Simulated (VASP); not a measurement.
Input of a VASP 6.6.1 run:

File INCAR:

```
PREC = Accurate
ENCUT = 520
EDIFF = 1E-6
ISMEAR = 0
SIGMA = 0.2
LREAL = False
LASPH = True
NELM = 60
ALGO = Normal
ISIF = 2
LWAVE = False
LCHARG = True
GGA = PE
IVDW = 12
LELF = True
LVHAR = True
NBANDS = 15
```

Contents of KPOINTS:

```
Automatic mesh
0
Gamma
  12 12 12
```

The input POSCAR:

```
TaN
1.0
    3.0815710000      0.0000000000      0.0000000000
    1.5407855000      2.6687187696      0.0000000000
    1.5407855000      0.8895729232      2.5160921854
Ta N
1 1
Direct
    0.5000000000      0.5000000000      0.5000000000
    0.0000000000      0.0000000000      0.0000000000
```

Potentials or basis: VASP PAW PBE potentials, release 64 (Ta_pv, N).

Command:

```console
$ cat potpaw_PBE.64/Ta_pv/POTCAR potpaw_PBE.64/N/POTCAR > POTCAR
$ mpirun -np 1 vasp_std > vasp.out
```

Q: What does it give for the pressure?

A: 7.8 GPa.

Q: Estimate the dispersion energy per atom.

A: -0.486 eV.

Q: What does it give for the band gap on the k mesh?

A: Zero (band 8 reaches 11.85 eV, above the bottom of band 9 at 7.68 eV).

Caveat: three body term missing; spin-orbit coupling is left out, which moves the levels of the heavy elements; pairwise dispersion overbinds metals, which lowers pressure and volume.
